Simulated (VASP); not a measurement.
Input of a VASP 6.6.1 run:

The input INCAR:

```
SYSTEM = Si
PREC = Accurate ; ENCUT = 520
EDIFF = 1E-7 ; ISMEAR = -1
SIGMA = 0.02 ; LREAL = .FALSE.
LASPH = .TRUE. ; NELM = 100
ALGO = Normal ; ISIF = 2
LWAVE = .FALSE. ; LCHARG = .TRUE.
GGA = PE ; LELF = .TRUE.
LVHAR = .TRUE. ; NBANDS = 16
```

KPOINTS

```
regular mesh
0
G
  12 12 4
  0 0 0
```

POSCAR

```
Si
1.0
    3.8512901891      0.0000000000      0.0000000000
   -1.9256450945      3.3353151411      0.0000000000
    0.0000000000      0.0000000000      6.3320990569
Si
4
Direct
    0.3333333333      0.6666666667      0.0001570648
    0.6666666667      0.3333333333      0.5001570648
    0.3333333333      0.6666666667      0.3748429352
    0.6666666667      0.3333333333      0.8748429352
```

Potentials or basis: VASP PAW PBE potentials, release 64 (Si).

Launch:

```sh
$ cat potpaw_PBE.64/Si/POTCAR > POTCAR
$ mpirun -np 1 vasp_std > vasp.out
```

Problem. What does it give for the pressure?

Solution. 0.4 GPa.

Problem. What does it give for the largest force?

Solution. 0.007 eV/Å.

Problem. Predict the band gap on the k mesh.

Solution. 0.43 eV, indirect (least direct gap 0.95 eV).

Forces in eV/Å, atoms in the order of the input:
```
Si   0.000  0.000 -0.007
Si   0.000  0.000 -0.007
Si   0.000  0.000  0.007
Si   0.000  0.000  0.007
```

Caveat: the cell differs from its parent crystal (epitaxial xy strain +0.5%). A k mesh can miss the band edges.
